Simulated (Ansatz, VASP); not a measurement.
BeS in VASP and in Ansatz

File INCAR:

```
SYSTEM = BeS
PREC     = Accurate       ! precision mode
ENCUT    = 520            ! plane-wave cutoff, eV
EDIFF    = 1E-6           ! SCF threshold, eV
ISMEAR   = 0              ! smearing method
SIGMA    = 0.05           ! smearing width, eV
LREAL    = .False.        ! projectors in reciprocal space
LASPH    = .True.         ! aspherical terms in the spheres
NELM     = 100            ! most SCF steps
ALGO     = Normal         ! electronic algorithm
ISIF     = 2              ! what is computed and relaxed
LWAVE    = .False.        ! write WAVECAR
LCHARG   = .False.        ! write CHGCAR
GGA      = PS             ! functional
NBANDS   = 11             ! bands
```

File KPOINTS:

```
Automatic mesh
0
Gamma
  10 10 10
  0 0 0
```

The input POSCAR:

```
BeS
1.0
    0.0000000000      2.4675582690      2.5074263479
    2.5074263479      0.0000000000      2.5074263479
    2.5074263479      2.4675582690      0.0000000000
Be S
1 1
Direct
    0.0000000000      0.0000000000      0.0000000000
    0.7500000000      0.7500000000      0.7500000000
```

Input for Ansatz:

```yaml
crystal:
  lattice:
    - [0.0, 2.467558269, 2.5074263479]
    - [2.5074263479, 0.0, 2.5074263479]
    - [2.5074263479, 2.467558269, 0.0]
  atoms:
    - { symbol: Be, position: [0.0, 0.0, 0.0] }
    - { symbol: S, position: [0.75, 0.75, 0.75] }
basis:
  ecutwfc: 520.0
kpoints:
  mp_grid: { grid: [10, 10, 10] }
hamiltonian:
  xc: pbesol
scf:
  occupations: { method: gaussian, width: 0.05 }
output:
  forces: true
  stress: true
  eigenvalues: true
  write_density: true
  write_potential: true
  elf: true
  volumetric_format: npy
```

Alike in both runs: task single point; functional PBEsol; k mesh 10 × 10 × 10; occupations gaussian, width 0.05 eV; no spin polarisation.

```csv
,VASP,Ansatz
version,VASP 6.6.1,Ansatz 0.2.0
potentials or method,"VASP PAW PBE potentials, release 64 (Be, S), cutoff 520 eV","scalar-relativistic, plane waves, PAW"
valence electrons in the cell,8,8
```

VASP gave:

```
gap on the k mesh at the Fermi level (eV)                     : 2.98
least direct gap on the mesh (eV)                             : 4.97
pressure (GPa)                                                : -7.4
traceless stress, the component that is largest in VASP (GPa) : 0.93
```

Estimate Ansatz's values.

gap on the k mesh at the Fermi level (eV): 2.97; least direct gap on the mesh (eV): 4.97; pressure (GPa): -7.5; traceless stress, the component that is largest in VASP (GPa): 0.93.

VASP's potentials were made for PBE, not for PBEsol. The functional is the same, so the differences come from potentials, cutoffs and numerics.
